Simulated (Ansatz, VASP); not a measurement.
# Two plane-wave programs on TaN

```
Ta N
1.0
     0.00000    2.21132    2.21132
     2.21132    0.00000    2.21132
     2.21132    2.21132    0.00000
Ta N
1 1
Cartesian
  2.2113 2.2113 2.2113
  0.0000 0.0000 0.0000
```

Alike in both runs: task single point; functional PBE; k mesh 10 × 10 × 10; occupations gaussian, width 0.023 eV; no spin polarisation.

|  | VASP | Ansatz |
| --- | --- | --- |
| version | VASP 6.6.1 | Ansatz 0.2.0 |
| potentials or method | VASP PAW PBE potentials, release 64 (Ta_pv, N) | Ansatz PAW |
| plane-wave cutoff (eV) | 520 | 420 |
| valence electrons in the cell | 16 | 18 |

VASP gave:

* gap on the k mesh at the Fermi level (eV): none
* pressure (GPa): -0.6

**Question.** What did Ansatz give for the same quantities?

**Answer.** gap on the k mesh at the Fermi level (eV): none; pressure (GPa): -1.4.

A gap of «none» marks a metal or a gap that the smearing closes. The functional is the same, so the differences come from potentials, cutoffs and numerics. VASP's potentials hold 16 valence electrons a cell and Ansatz's 18, so a difference there can come from the potentials and not from the codes.

Spin-orbit coupling is off throughout.
